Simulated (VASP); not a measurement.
SrO: single point with r2SCAN

Crystal: SrO.

```
CELL_PARAMETERS angstrom
0.00000 2.50046 2.50046
2.50046 0.00000 2.50046
2.50046 2.50046 0.00000
ATOMIC_POSITIONS crystal
Sr 0.50000 0.50000 0.50000
O 0.00000 0.00000 0.00000
```

This cell differs from its parent crystal: volume scaled by 0.91.

```yaml
Program: VASP 6.6.1
Task: single point
Functional: r2SCAN
Potentials_or_basis: VASP PAW PBE potentials, release 64 (Sr_sv, O)
Cutoff: 520 eV
k_mesh: 8 × 8 × 8
Occupations: gaussian, width 0.02 eV
Spin: no spin polarisation
Dipole_correction: no
Further_INCAR_settings: ALGO = Normal; EDIFF = 1e-06; NBANDS = 15
```

- Pressure: 11.7 GPa
- Band gap on the k mesh: 3.68 eV, indirect (least direct gap 3.70 eV)

Levels at points of the mesh, in eV from the valence-band top:
```csv
k point,band 6,band 7,band 8,band 9,band 10,band 11
"(0.00, 0.00, 0.00)",0.00,0.00,0.00,5.32,6.96,6.96
"(0.50, 0.00, 0.00)",-2.28,-1.31,-1.31,7.49,9.80,9.98
"(0.50, 0.50, 0.00)",-0.26,-0.02,-0.02,3.68,9.20,11.49
```

Wall time 90 s on 1 thread of Intel(R) Xeon(R) Platinum 8259CL CPU @ 2.50GHz (Skylake/Cascade Lake), with other jobs on the host, peak memory 0.17 GiB.

Caveat: the PAW data sets were made with another functional, which shifts forces and pressure a little. A k mesh can miss the band edges.
